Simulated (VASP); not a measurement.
Runs of VASP 6.6.1 on CaSe (rocksalt type). The structure is that of space group Fm-3m (No. 225), or close to it. The cells are those of the table. 

| cell | gap on the mesh (eV) | pressure (GPa) |
| --- | --- | --- |
| a = 3.104 Å, angles 60.0°, 2 atoms | none | 260.0 |
| a = 3.649 Å, angles 60.0°, 2 atoms | (b) | (c) |
| a = 3.228 Å, angles 60.0°, 2 atoms | none | 184.0 |
| a = 3.991 Å, angles 60.0°, 2 atoms | 1.61 | 11.2 |
| a = 4.213 Å, angles 60.0°, 2 atoms | (a) | 0.2 |
| a = 3.452 Å, angles 60.0°, 2 atoms | none | 95.7 |

Alike in all rows: task single point; level PBE; potentials or basis VASP PAW PBE potentials, release 64 (Ca_sv, Se); no spin polarisation; k mesh 12 × 12 × 12; cutoff (eV) 520; smearing fermi-dirac 0.08 eV.

Fill in the values left out.

(a) 2.07; (b) 0.38; (c) 50.2.

Caveats: the cell stands under pressure (at least some runs); semilocal functionals underestimate gaps, and a narrow one can read as zero (at least some runs).

A k mesh can miss the band edges, and the runs leave out spin-orbit coupling on Se.

A gap of «none» marks levels without a gap at the run's occupations.
